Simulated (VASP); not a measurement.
# Hf2TaN2 (P6/mmm) in VASP: a series of runs

The runs below take Hf2TaN2 through single point, with PBE.

All numbers are computed with VASP 6.6.1; they aren't measurements. Logs are shortened: lines on timing, memory, paths and dates and some standing lists are left out, and cuts for length are marked.

**1. The cell of the first run**

The structure is hexagonal, space group P6/mmm (No. 191). The conventional cell has a = 4.629 Å, b = 4.629 Å, c = 4.099 Å, α = 90.00°, β = 90.00°, γ = 120.00°. Hf (site symmetry -6m2) has 2 N at 2.05 Å and 3 Hf at 2.67 Å within 2.7 Å. Ta (site symmetry 6/mmm) has 6 N at 2.67 Å and 12 Hf at 3.37 Å within 3.5 Å. Within 2.7 Å of N (site symmetry -6m2) lie 2 Hf at 2.05 Å and 3 Ta at 2.67 Å and 3 N at 2.67 Å.

**2. Single point, PBE**

File INCAR:

```
SYSTEM = Hf2TaN2
  ALGO = Normal
  EDIFF = 1E-6
  ENCUT = 520
  GGA = PE
  ISIF = 2
  ISMEAR = 0
  LASPH = .TRUE.
  LCHARG = .TRUE.
  LELF = .TRUE.
  LREAL = .FALSE.
  LVHAR = .TRUE.
  LWAVE = .FALSE.
  NBANDS = 28
  NELM = 100
  PREC = Accurate
  SIGMA = 0.1
```

File KPOINTS:

```
k-points
0
G
  12 12 10
  0 0 0
```

File POSCAR:

```
Hf2TaN2
1.0
    4.6288828984      0.0000000000      0.0000000000
   -2.3144414492      4.0087301812      0.0000000000
    0.0000000000      0.0000000000      4.0990736320
Hf Ta N
2 1 2
Direct
    0.3333333333      0.6666666667      0.5000000000
    0.6666666667      0.3333333333      0.5000000000
    0.0000000000      0.0000000000      0.0000000000
    0.3333333333      0.6666666667      0.0000000000
    0.6666666667      0.3333333333      0.0000000000
```

Potentials or basis: VASP PAW PBE potentials, release 64 (Hf_pv, Ta_pv, N).

The run is started by

```
$ cat potpaw_PBE.64/Hf_pv/POTCAR potpaw_PBE.64/Ta_pv/POTCAR potpaw_PBE.64/N/POTCAR > POTCAR
$ mpirun -np 1 vasp_std > vasp.out
```

OUTCAR:

```text
SYSTEM = Hf2TaN2
   EDIFF = 1E-6
   ENCUT = 520
   GGA = PE
   ISIF = 2
   ISMEAR = 0
   LASPH = .TRUE.
   LREAL = .FALSE.
   NELM = 100
   PREC = Accurate

 ion  position               nearest neighbor table
   1  0.333  0.667  0.500-   4 2.05   4 2.05   2 2.67   2 2.67   2 2.67   3 3.37   3 3.37   3 3.37
                             3 3.37   3 3.37   3 3.37
   2  0.667  0.333  0.500-   5 2.05   5 2.05   1 2.67   1 2.67   1 2.67   3 3.37   3 3.37   3 3.37
                             3 3.37   3 3.37   3 3.37
   3  0.000  0.000  0.000-   4 2.67   5 2.67   5 2.67   4 2.67   5 2.67   4 2.67   1 3.37   2 3.37
                             1 3.37   2 3.37   2 3.37   1 3.37   2 3.37   1 3.37   2 3.37   1 3.37
   4  0.333  0.667  0.000-   1 2.05   1 2.05   3 2.67   3 2.67   3 2.67
   5  0.667  0.333  0.000-   2 2.05   2 2.05   3 2.67   3 2.67   3 2.67

  LATTYP: Found a hexagonal cell.
 ALAT       =     4.6288828984
 C/A-ratio  =     0.8855427372

  Lattice vectors:

 A1 = (   4.6288828984,   0.0000000000,   0.0000000000)
 A2 = (  -2.3144414492,   4.0087301812,   0.0000000000)
 A3 = (   0.0000000000,   0.0000000000,   4.0990736320)

Analysis of symmetry for initial positions (statically):
=====================================================================
 Subroutine PRICEL returns:
 Original cell was already a primitive cell.

 Routine SETGRP: Setting up the symmetry group for a
 hexagonal supercell.

 Subroutine GETGRP returns: Found 24 space group operations
 (whereof 24 operations were pure point group operations)
 out of a pool of 24 trial point group operations.

The static configuration has the point symmetry D_6h.

Analysis of symmetry for dynamics (positions and initial velocities):
=====================================================================
 Subroutine PRICEL returns:
 Original cell was already a primitive cell.

 Routine SETGRP: Setting up the symmetry group for a
 hexagonal supercell.

 Subroutine GETGRP returns: Found 24 space group operations
 (whereof 24 operations were pure point group operations)
 out of a pool of 24 trial point group operations.

The dynamic configuration has the point symmetry D_6h.

 Subroutine INISYM returns: Found 24 space group operations
 (whereof 24 operations are pure point group operations),
 and found     1 'primitive' translations

[... 96 lines left out ...]
   LSORBIT =      F    spin-orbit coupling
   LASPH  =      T    aspherical Exc in radial PAW
   ENCUT  =  520.0 eV  38.22 Ry    6.18 a.u.   8.61  8.61  7.62*2*pi/ulx,y,z
   NELM   =    100;   NELMIN=  2; NELMDL= -5     # of ELM steps
   EDIFF  = 0.1E-05   stopping-criterion for ELM
   LREAL  =      F    real-space projection
   EDIFFG = 0.1E-04   stopping-criterion for IOM
   NSW    =      0    number of steps for IOM
   IBRION =     -1    ionic relax: 0-MD 1-quasi-New 2-CG
   NFREE  =      0    steps in history (QN), initial steepest desc. (CG)
   ISIF   =      2    stress and relaxation
   ISYM   =      2    0-nonsym 1-usesym 2-fastsym
   POTIM  = 0.5000    time-step for ionic-motion
   TEBEG  =    0.0;   TEEND  =   0.0 temperature during run
   PSTRESS=    0.0 pullay stress
   NELECT =      41.0000    total number of electrons
   NUPDOWN=      -1.0000    fix difference up-down
   EMIN   =  10.00;   EMAX   =-10.00  energy-range for DOS
   EFERMI =   0.00;   METHOD = LEGACY
   ISMEAR =     0;   SIGMA  =   0.10  broadening in eV -4-tet -1-fermi 0-gaus
   EFERMI_NEDOS =   21; number of points for ismear=-14 and -15
   IALGO  =     38    algorithm
   IMIX   =      4    mixing-type and parameters
     AMIX     =   0.40;   BMIX     =  1.00
     AMIX_MAG =   1.60;   BMIX_MAG =  1.00
  volume/ion in A,a.u.               =      15.21       102.66
  Fermi-wavevector in a.u.,A,eV,Ry     =   1.332334  2.517747 24.151901  1.775115
  Thomas-Fermi vector in A             =   2.461277
   LORBIT       =      0    0 simple, 1 ext, 2 COOP (PROOUT), +10 PAW based schemes
   GGA     = PE    functional components
   LHFCALC =     F    Hartree Fock is set to
   AEXX    =    0.0000 exact exchange contribution
   IVDW    =     0    specifies the selected vdW correction
   LEPSILON=     F    determine dielectric tensor
   LRPA    =     F    only Hartree local field effects (RPA)
 non-spin polarized calculation
 Gauss-broadening in eV      SIGMA  =   0.10
  energy-cutoff  :      520.00
  volume of cell :       76.06
 maximum number of plane-waves:      2077
 NGX is ok and might be reduce to    36
   NGX = 17   NGY = 17   NGZ = 15

 number of electron      41.0000012 magnetization

 Free energy of the ion-electron system (eV)
  ---------------------------------------------------
  ext. energy  EPLUGINS =         0.00000000
  ---------------------------------------------------
  free energy    TOTEN  =       -46.99315734 eV

  energy without entropy =      -46.97723840  energy(sigma->0) =      -46.98519787

 E-fermi :   5.1821     XC(G=0): -11.7915

 val. band max:        5.1663177989   @ k =   0.3333   0.0833   0.0000
 cond. band min:       5.1844197941   @ k =   0.3333   0.0833   0.2000
 fundamental gap:      0.0181019952
 Fermi energy:         5.1820577248

 k-point     1 :       0.0000    0.0000    0.0000
  band No.  band energies     occupation
      1     -30.3208      2.00000
      2     -30.3208      2.00000
      3     -30.2053      2.00000
      4     -25.6232      2.00000
      5     -25.6232      2.00000
      6     -24.9029      2.00000
[... 733 lines left out ...]
     27       8.2928      0.00000
     28       8.8107      0.00000

 [... further k-points ...]
[... 5 lines left out ...]
  --------------------------------------------------------------------------------------
  -------------------------------------------------------------------------------------
  Total       -0.1322699     -0.1322699     -0.1289511     -0.0000000      0.0000000     -0.0000000
  in kB       -2.7861388     -2.7861388     -2.7162312     -0.0000000      0.0000000     -0.0000000
  external PRESSURE =      -2.7628363 kB  Pullay stress =       0.0000000 kB

 VOLUME and BASIS-vectors are now :
 -----------------------------------------------------------------------------
  energy-cutoff  :      520.00
  volume of cell :       76.06
      direct lattice vectors                 reciprocal lattice vectors
     4.628882898  0.000000000  0.000000000     0.216034845  0.124727776  0.000000000
    -2.314441449  4.008730181  0.000000000     0.000000000  0.249455552  0.000000000
     0.000000000  0.000000000  4.099073632     0.000000000  0.000000000  0.243957560

 POSITION                                       TOTAL-FORCE (eV/Angst)
 -----------------------------------------------------------------------------------
     -0.00000      2.67249      2.04954         0.000000      0.000000      0.000000
      2.31444      1.33624      2.04954        -0.000000     -0.000000      0.000000
      0.00000      0.00000      0.00000        -0.000000      0.000000      0.000000
     -0.00000      2.67249      0.00000         0.000000      0.000000      0.000000
      2.31444      1.33624      0.00000        -0.000000     -0.000000     -0.000000
 -----------------------------------------------------------------------------------
    total drift:                                0.000000      0.000000      0.000000

  FREE ENERGIE OF THE ION-ELECTRON SYSTEM (eV)
  ---------------------------------------------------
  free  energy   TOTEN  =       -46.9931573432 eV

  energy  without entropy=      -46.9772383959  energy(sigma->0) =      -46.98519787
```

OSZICAR:

```text
N       E                     dE             d eps       ncg     rms          rms(c)
DAV:   1     0.250894688765E+03    0.25089E+03   -0.22300E+04  6400   0.142E+03
DAV:   2    -0.385212711529E+02   -0.28942E+03   -0.28085E+03  7460   0.375E+02
DAV:   3    -0.555085180139E+02   -0.16987E+02   -0.16689E+02  8260   0.748E+01
DAV:   4    -0.558192827191E+02   -0.31076E+00   -0.30913E+00  8140   0.102E+01
DAV:   5    -0.558246247921E+02   -0.53421E-02   -0.53364E-02  8236   0.118E+00    0.794E+01
DAV:   6    -0.486991067954E+02    0.71255E+01   -0.56812E+01  8396   0.319E+01    0.466E+01
DAV:   7    -0.482393036985E+02    0.45980E+00   -0.27555E+01  8204   0.195E+01    0.386E+01
DAV:   8    -0.471951835446E+02    0.10441E+01   -0.80781E+00  8420   0.120E+01    0.777E+00
DAV:   9    -0.470140668805E+02    0.18112E+00   -0.20297E+00  8340   0.463E+00    0.333E+00
DAV:  10    -0.470000021365E+02    0.14065E-01   -0.21386E-01  8140   0.181E+00    0.165E+00
DAV:  11    -0.469942391083E+02    0.57630E-02   -0.56521E-02  8452   0.101E+00    0.727E-01
DAV:  12    -0.469932387831E+02    0.10003E-02   -0.70599E-03  8580   0.347E-01    0.154E-01
DAV:  13    -0.469931556266E+02    0.83156E-04   -0.47378E-04  8180   0.122E-01    0.194E-02
DAV:  14    -0.469931564222E+02   -0.79559E-06   -0.20164E-05  7668   0.272E-02    0.819E-03
DAV:  15    -0.469931573432E+02   -0.92101E-06   -0.62389E-06  7356   0.116E-02
   1 F= -.46993157E+02 E0= -.46985198E+02  d E =-.159189E-01
```

Wall time 4.6 min (1 thread of Intel Xeon Platinum 8175M at 2.50GHz (Skylake/Cascade Lake), shared host); peak memory 0.36 GiB.

Results:

| Quantity | Value |
| --- | --- |
| Free energy | -46.9932 eV |
| Pressure | -0.3 GPa |

Caveat: spin-orbit coupling is left out, which moves the levels of the heavy elements.

**3. Single point, PBE, collinear spin, ferromagnetic start**

This run uses another cell than the first one, of 14.75 Å³/atom, 0.970 times its volume.

File INCAR:

```
SYSTEM = Hf2TaN2
PREC     = Accurate       ! precision mode
ENCUT    = 520            ! plane-wave cutoff, eV
EDIFF    = 1E-7           ! SCF threshold, eV
ISMEAR   = 0              ! smearing method
SIGMA    = 0.1            ! smearing width, eV
LREAL    = .False.        ! projectors in reciprocal space
LASPH    = .True.         ! aspherical terms in the spheres
NELM     = 150            ! most SCF steps
ALGO     = Normal         ! electronic algorithm
ISIF     = 2              ! what is computed and relaxed
LWAVE    = .False.        ! write WAVECAR
LCHARG   = .False.        ! write CHGCAR
ISPIN    = 2              ! spin polarisation
MAGMOM   = 0 0 1 0 0      ! initial moments
LORBIT   = 11             ! projections on sites
LMAXMIX  = 4              ! l up to which the mixer works
GGA      = PE             ! functional
NBANDS   = 32             ! bands
```

File KPOINTS:

```
regular mesh
0
Gamma
  6 6 4
  0 0 0
```

File POSCAR:

```
Hf2TaN2
1.0
    4.5400050500      0.0000000000      0.0000000000
   -2.2700025200      3.9317597000      0.0000000000
    0.0000000000      0.0000000000      4.1314351300
Hf Ta N
2 1 2
Direct
    0.3333333300      0.6666666700      0.5000000000
    0.6666666700      0.3333333300      0.5000000000
    0.0000000000      0.0000000000      0.0000000000
    0.3333333300      0.6666666700      0.0000000000
    0.6666666700      0.3333333300      0.0000000000
```

Potentials or basis: VASP PAW PBE potentials, release 64 (Hf_pv, Ta_pv, N).

The run is started by

```
$ cat potpaw_PBE.64/Hf_pv/POTCAR potpaw_PBE.64/Ta_pv/POTCAR potpaw_PBE.64/N/POTCAR > POTCAR
$ mpirun -np 1 vasp_std > vasp.out
```

OUTCAR:

```text
SYSTEM = Hf2TaN2
   PREC = Accurate
   ENCUT = 520
   EDIFF = 1E-7
   ISMEAR = 0
   LREAL = .False.
   LASPH = .True.
   NELM = 150
   ISIF = 2
   ISPIN = 2
   LORBIT = 11
   GGA = PE

 ion  position               nearest neighbor table
   1  0.333  0.667  0.500-   4 2.07   4 2.07   2 2.62   2 2.62   2 2.62   3 3.34   3 3.34   3 3.34
                             3 3.34   3 3.34   3 3.34
   2  0.667  0.333  0.500-   5 2.07   5 2.07   1 2.62   1 2.62   1 2.62   3 3.34   3 3.34   3 3.34
                             3 3.34   3 3.34   3 3.34
   3  0.000  0.000  0.000-   4 2.62   5 2.62   4 2.62   5 2.62   5 2.62   4 2.62   1 3.34   2 3.34
                             1 3.34   2 3.34   2 3.34   1 3.34   2 3.34   1 3.34   2 3.34   1 3.34
   4  0.333  0.667  0.000-   1 2.07   1 2.07   3 2.62   3 2.62   3 2.62
   5  0.667  0.333  0.000-   2 2.07   2 2.07   3 2.62   3 2.62   3 2.62

  LATTYP: Found a hexagonal cell.
 ALAT       =     4.5400050500
 C/A-ratio  =     0.9100067257

  Lattice vectors:

 A1 = (   4.5400050500,   0.0000000000,   0.0000000000)
 A2 = (  -2.2700025200,   3.9317597000,   0.0000000000)
 A3 = (   0.0000000000,   0.0000000000,   4.1314351300)

Analysis of symmetry for initial positions (statically):
[... 1680 lines left out ...]
  Total        2.8723453      2.8723453     -2.9986574      0.0000000      0.0000000      0.0000000
  in kB       62.4026447     62.4026444    -65.1468148      0.0000001      0.0000000      0.0000000
  external PRESSURE =      19.8861581 kB  Pullay stress =       0.0000000 kB

 VOLUME and BASIS-vectors are now :
 -----------------------------------------------------------------------------
  energy-cutoff  :      520.00
  volume of cell :       73.75
      direct lattice vectors                 reciprocal lattice vectors
     4.540005050  0.000000000  0.000000000     0.220264072  0.127169521  0.000000000
    -2.270002520  3.931759700  0.000000000     0.000000000  0.254339043  0.000000000
     0.000000000  0.000000000  4.131435130     0.000000000  0.000000000  0.242046642

 POSITION                                       TOTAL-FORCE (eV/Angst)
 -----------------------------------------------------------------------------------
     -0.00000      2.62117      2.06572        -0.000000      0.000000     -0.000000
      2.27000      1.31059      2.06572         0.000000      0.000000      0.000000
      0.00000      0.00000      0.00000        -0.000000      0.000000      0.000000
     -0.00000      2.62117      0.00000        -0.000000      0.000000      0.000000
      2.27000      1.31059      0.00000         0.000000     -0.000000      0.000000
 -----------------------------------------------------------------------------------
    total drift:                                0.000000      0.000000     -0.000000

  FREE ENERGIE OF THE ION-ELECTRON SYSTEM (eV)
  ---------------------------------------------------
  free  energy   TOTEN  =       -46.9720728004 eV

  energy  without entropy=      -46.9600754369  energy(sigma->0) =      -46.96607412

 total charge

# of ion       s       p       d       tot
------------------------------------------
    1        0.426   6.529   1.958   8.913
    2        0.426   6.529   1.958   8.913
    3        0.241   6.088   2.085   8.413
    4        1.295   2.344   0.000   3.639
    5        1.295   2.344   0.000   3.639
--------------------------------------------------
tot          3.683  23.834   6.001  33.518

 magnetization (x)

# of ion       s       p       d       tot
------------------------------------------
    1       -0.000  -0.000  -0.000  -0.000
    2       -0.000  -0.000  -0.000  -0.000
    3        0.000   0.000   0.000   0.000
    4       -0.000  -0.000   0.000  -0.000
    5       -0.000  -0.000   0.000  -0.000
--------------------------------------------------
tot          0.000  -0.000  -0.000  -0.000
```

OSZICAR:

```text
N       E                     dE             d eps       ncg     rms          rms(c)
DAV:   1     0.252161195959E+03    0.25216E+03   -0.22187E+04  2688   0.127E+03
DAV:   2    -0.393928190058E+02   -0.29155E+03   -0.27848E+03  3176   0.348E+02
DAV:   3    -0.550619205590E+02   -0.15669E+02   -0.15359E+02  3440   0.688E+01
DAV:   4    -0.552841661530E+02   -0.22225E+00   -0.22203E+00  3072   0.858E+00
DAV:   5    -0.552872190829E+02   -0.30529E-02   -0.30525E-02  3504   0.904E-01    0.778E+01
DAV:   6    -0.488347169449E+02    0.64525E+01   -0.37028E+01  3064   0.277E+01    0.477E+01
DAV:   7    -0.481546179177E+02    0.68010E+00   -0.18098E+01  3080   0.165E+01    0.363E+01
DAV:   8    -0.470848609050E+02    0.10698E+01   -0.43622E+00  3032   0.105E+01    0.618E+00
DAV:   9    -0.469864813761E+02    0.98380E-01   -0.71580E-01  3104   0.344E+00    0.382E+00
DAV:  10    -0.469747722815E+02    0.11709E-01   -0.65812E-02  3080   0.104E+00    0.201E+00
DAV:  11    -0.469723919829E+02    0.23803E-02   -0.21257E-02  3136   0.647E-01    0.102E+00
DAV:  12    -0.469720977808E+02    0.29420E-03   -0.19590E-03  3048   0.220E-01    0.128E-01
DAV:  13    -0.469720840683E+02    0.13713E-04   -0.10889E-04  3216   0.495E-02    0.111E-01
DAV:  14    -0.469720719474E+02    0.12121E-04   -0.39421E-05  3056   0.332E-02    0.343E-02
DAV:  15    -0.469720728016E+02   -0.85413E-06   -0.24977E-06  3176   0.949E-03    0.114E-02
DAV:  16    -0.469720728004E+02    0.12155E-08   -0.86940E-07  2984   0.442E-03
   1 F= -.46972073E+02 E0= -.46966074E+02  d E =-.119974E-01  mag=     0.0000
```

Run time: 2.2 min. Hardware: 1 thread of Intel Xeon Platinum 8175M at 2.50GHz (Skylake/Cascade Lake), shared host; peak memory 0.27 GiB.

What came out:

| Item | Value |
| --- | --- |
| Free energy | -46.9721 eV |
| Pressure | 2.0 GPa |
| Net moment | 0.00 μB per cell |
| Valence electrons inside the program's atomic spheres | Hf 8.91; Ta 8.41; N 3.64 |

Caveat: the k points lie up to 0.38 Å⁻¹ apart; spin-orbit coupling is left out, which moves the levels of the heavy elements.

**4. Single point, PBE, collinear spin, ferromagnetic start**

File INCAR:

```
PREC = Accurate
ENCUT = 520
EDIFF = 1E-6
ISMEAR = 0
SIGMA = 0.1
LREAL = False
LASPH = True
NELM = 150
ALGO = Normal
ISIF = 2
LWAVE = False
LCHARG = True
ISPIN = 2
MAGMOM = 0 0 1 0 0
LORBIT = 11
LMAXMIX = 4
GGA = PE
LELF = True
LVHAR = True
NBANDS = 32
```

File KPOINTS:

```
regular mesh
0
Gamma
  6 6 4
```

File POSCAR:

```
Hf2TaN2
1.0
    4.6364619790      0.0000000000      0.0000000000
   -2.3182309895      4.0152938575      0.0000000000
    0.0000000000      0.0000000000      4.0910356365
Hf Ta N
2 1 2
Direct
    0.3333333333      0.6666666667      0.5000000000
    0.6666666667      0.3333333333      0.5000000000
    0.0000000000      0.0000000000      0.0000000000
    0.3333333333      0.6666666667      0.0000000000
    0.6666666667      0.3333333333      0.0000000000
```

The run is started by

```
$ cat potpaw_PBE.64/Hf_pv/POTCAR potpaw_PBE.64/Ta_pv/POTCAR potpaw_PBE.64/N/POTCAR > POTCAR
$ mpirun -np 1 vasp_std > vasp.out
```

Run time: 2.4 min. Hardware: 1 thread of Intel Xeon Platinum 8175M at 2.50GHz (Skylake/Cascade Lake), shared host; peak memory 0.27 GiB.

It converged, with:

```yaml
Free_energy: -47.0477 eV
Pressure: -0.2 GPa
Net_moment: 0.00 μB per cell
Valence_electrons_inside_the_program's_atomic_spheres: Hf 8.87; Ta 8.38; N 3.64
```

Stress tensor (GPa, compression positive):
```
-0.11  0.00  0.00
 0.00 -0.11  0.00
 0.00  0.00 -0.44
```

Levels at points of the mesh, in eV from the Fermi level:
Spin up:
```tsv
k point	band 16	band 17	band 18	band 19	band 20	band 21	band 22	band 23	band 24	band 25
(0.00, 0.00, 0.00)	-1.77	-1.77	-0.40	-0.24	-0.24	0.51	0.51	1.13	1.22	1.22
(0.50, 0.00, 0.00)	-2.18	-1.92	-1.58	-1.27	-0.92	-0.38	-0.37	0.78	1.18	2.08
(0.00, 0.00, 0.50)	-3.63	-2.19	-2.19	-1.77	-1.77	0.97	1.87	1.87	2.08	3.17
(0.50, 0.00, 0.50)	-2.44	-2.32	-2.23	-1.94	-1.45	0.05	0.90	1.02	1.16	2.62
```
Spin down:
```tsv
k point	band 18	band 19	band 20	band 21	band 22	band 23
(0.00, 0.00, 0.00)	-0.40	-0.24	-0.24	0.51	0.51	1.13
(0.50, 0.00, 0.00)	-1.58	-1.27	-0.92	-0.38	-0.37	0.78
(0.00, 0.00, 0.50)	-2.19	-1.77	-1.77	0.97	1.87	1.87
(0.50, 0.00, 0.50)	-2.23	-1.94	-1.45	0.05	0.90	1.02
```

Caveat: the k points lie up to 0.38 Å⁻¹ apart; spin-orbit coupling is left out, which moves the levels of the heavy elements.

**5. Overview**

```tsv
spin	cell	k mesh	gap on the mesh (eV)	pressure (GPa)	moment (μB)
off	a = 4.629, b = 4.629, c = 4.099 Å, angles 90.0, 90.0, 120.0°, 5 atoms	12 × 12 × 10	none	-0.3	-
collinear, ferromagnetic start	a = 4.540, b = 4.540, c = 4.131 Å, angles 90.0, 90.0, 120.0°, 5 atoms	6 × 6 × 4	none	2.0	0.00
collinear, ferromagnetic start	a = 4.636, b = 4.636, c = 4.091 Å, angles 90.0, 90.0, 120.0°, 5 atoms	6 × 6 × 4	none	-0.2	0.00
```

Alike in all rows: task single point; level PBE; potentials or basis VASP PAW PBE potentials, release 64 (Hf_pv, Ta_pv, N); cutoff (eV) 520; smearing gaussian 0.1 eV.

Caveats: some runs use coarse meshes; spin-orbit coupling is left out, which moves the levels of the heavy elements.

Total energies depend on the potentials used, so only differences within one code and one set of settings carry meaning.
